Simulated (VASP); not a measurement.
ZnO:

```
CELL_PARAMETERS angstrom
2.78814 0.00000 0.00000
0.00000 2.78814 0.00000
0.00000 0.00000 3.14131
ATOMIC_POSITIONS crystal
Zn 0.00000 0.00000 0.00000
O 0.50000 0.50000 0.50000
```

| Quantity | Value |
| --- | --- |
| Program | VASP 6.6.1 |
| Task | relaxation of cell and atoms |
| Functional | PBE |
| Potentials or basis | VASP PAW PBE potentials, release 64 (Zn, O) |
| Cutoff | 600 eV |
| k mesh | 6 × 6 × 6 |
| Occupations | gaussian, width 0.1 eV |
| Spin | no spin polarisation |

At the start: pressure -20.4 GPa; volume 12.21 Å³/atom.

**Question.** Where does the relaxation end?

**Answer.** Over 7 steps the energy falls by 294.7 meV/atom and the volume is 9.73 Å³/atom (-20.3 %); space group Pm-3m (No. 221, to 0.05 Å).

The path:
```
step  energy change (eV)  largest force (eV/Å)  pressure (GPa)  volume (Å³)
   1              0.0000                0.0000          -20.44        24.42
   2             -0.5876                0.0000            2.10        19.23
   3             -0.5885                0.0000            0.97        19.37
   4             -0.5883                0.0000            0.18        19.47
   5             -0.5892                0.0000           -0.82        19.59
   6             -0.5892                0.0000           -0.68        19.57
   7             -0.5894                0.0000            0.28        19.46
```

Final structure:
```yaml
crystal:
  lattice:
    - [2.68980, 0.00000, 0.00000]
    - [0.00000, 2.68980, 0.00000]
    - [0.00000, 0.00000, 2.69006]
  atoms:
    - { symbol: Zn, position: [0.00000, 0.00000, 0.00000] }
    - { symbol: O, position: [0.50000, 0.50000, 0.50000] }
```

Caveat: the k points lie up to 0.39 Å⁻¹ apart in the final cell; the volume moved by over 15 % at a fixed basis, so the end points are rough.
